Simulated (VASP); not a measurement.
Runs of VASP 6.6.1 on Al3Cu2. The structure is that of space group P-3m1 (No. 164), or close to it. The cells are those of the table. 

| level | cell | smearing | further INCAR settings | gap on the mesh (eV) | pressure (GPa) | largest force (eV/Å) |
| --- | --- | --- | --- | --- | --- | --- |
| PBEsol | a = 4.092, b = 4.092, c = 4.993 Å, angles 90.0, 90.0, 120.0°, 5 atoms | gaussian 0.1 eV | ALGO = Fast; EDIFF = 1e-06; NBANDS = 24 | none | 0.5 | 0.06 |
| PBEsol+D3(BJ) | a = 4.056, b = 4.056, c = 4.933 Å, angles 90.0, 90.0, 120.0°, 5 atoms | gaussian 0.1 eV | ALGO = Fast; EDIFF = 1e-07; NBANDS = 24 | none | (a) | 0.01 |
| PBEsol+D3(BJ) | a = 4.092, b = 4.092, c = 4.993 Å, angles 90.0, 90.0, 120.0°, 5 atoms | gaussian 0.1 eV | ALGO = Fast; EDIFF = 1e-06; NBANDS = 24 | none | (b) | 0.06 |
| PBEsol | a = 4.092, b = 4.092, c = 4.993 Å, angles 90.0, 90.0, 120.0°, 5 atoms | gaussian 0.2 eV | ALGO = Fast; EDIFF = 1e-06; NBANDS = 24 | none | 0.4 | 0.06 |
| PBEsol | a = 4.092, b = 4.092, c = 4.993 Å, angles 90.0, 90.0, 120.0°, 5 atoms | fermi-dirac 0.05 eV | ALGO = Fast; EDIFF = 1e-06; NBANDS = 24 | none | 0.8 | 0.06 |

Alike in all rows: task single point; potentials or basis VASP PAW PBE potentials, release 64 (Al, Cu); no spin polarisation; k mesh 12 × 12 × 8; cutoff (eV) 520.

Question: Fill in the values left out.

Answer: (a) -0.5; (b) -3.8.

Caveats: the PAW data sets were made with another functional, which shifts forces and pressure a little; three body term missing (some runs); pairwise dispersion overbinds metals, which lowers pressure and volume (some runs).

A gap of «none» marks levels without a gap at the run's occupations.
